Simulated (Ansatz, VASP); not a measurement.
# Two plane-wave programs on MgTe5

INCAR

```
SYSTEM = MgTe5
ALGO = Normal ; EDIFF = 1E-7
ENCUT = 520 ; GGA = PE
ISIF = 2 ; ISMEAR = 0
LASPH = .True. ; LCHARG = .False.
LREAL = .False. ; LWAVE = .False.
NBANDS = 25 ; NELM = 80
PREC = Accurate ; SIGMA = 0.1
```

File KPOINTS:

```
k-points
0
Gamma
  3 3 4
  0 0 0
```

The input POSCAR:

```
MgTe5
1.0
    6.7825066900      0.0000000000      0.0000000000
   -3.3912533400      5.8738230900      0.0000000000
    0.0000000000      0.0000000000      4.7725350900
Mg Te
1 5
Direct
    0.6666666700      0.3333333300      0.5000000000
    0.8804883900      0.1195116100      0.5000000000
    0.8804883900      0.7609767900      0.5000000000
    0.2390232100      0.1195116100      0.5000000000
    0.6666666700      0.3333333300      0.0000000000
    0.3333333300      0.6666666700      0.0000000000
```

Input for Ansatz:

```yaml
crystal:
  lattice:
    - [6.78250669, 0.0, 0.0]
    - [-3.39125334, 5.87382309, 0.0]
    - [0.0, 0.0, 4.77253509]
  atoms:
    - { symbol: Mg, position: [0.66666667, 0.33333333, 0.5] }
    - { symbol: Te, position: [0.88048839, 0.11951161, 0.5] }
    - { symbol: Te, position: [0.88048839, 0.76097679, 0.5] }
    - { symbol: Te, position: [0.23902321, 0.11951161, 0.5] }
    - { symbol: Te, position: [0.66666667, 0.33333333, 0.0] }
    - { symbol: Te, position: [0.33333333, 0.66666667, 0.0] }
basis:
  ecutwfc: 420
kpoints:
  mp_grid: { grid: [3, 3, 4] }
hamiltonian:
  xc: pbe
scf:
  occupations: { method: gaussian, width: 0.1 }
  lower_state_search: "off"
output:
  forces: true
  stress: true
  eigenvalues: true
```

Alike in both runs: task single point; functional PBE; k mesh 3 × 3 × 4; occupations gaussian, width 0.1 eV; no spin polarisation.

|  | VASP | Ansatz |
| --- | --- | --- |
| version | VASP 6.6.1 | Ansatz 0.2.0 |
| potentials or method | VASP PAW PBE potentials, release 64 (Mg, Te), cutoff 520 eV | scalar-relativistic, plane waves, PAW |
| valence electrons in the cell | 32 | 90 |

VASP gave:

```
gap on the k mesh at the Fermi level (eV)                     : none
pressure (GPa)                                                : 21.0
traceless stress, the component that is largest in VASP (GPa) : -8.96
rms of the force components (eV/Å)                            : 2.983
```

Q: Estimate Ansatz's values.

A: gap on the k mesh at the Fermi level (eV): none; pressure (GPa): 20.7; traceless stress, the component that is largest in VASP (GPa): -8.74; rms of the force components (eV/Å): 2.885.

Atom by atom the forces differ by 0.098 eV/Å (rms over components). A gap of «none» marks a metal or a gap that the smearing closes. VASP's potentials hold 32 valence electrons a cell and Ansatz's 90, so a difference there can come from the potentials and not from the codes.

Spin-orbit coupling is off throughout.
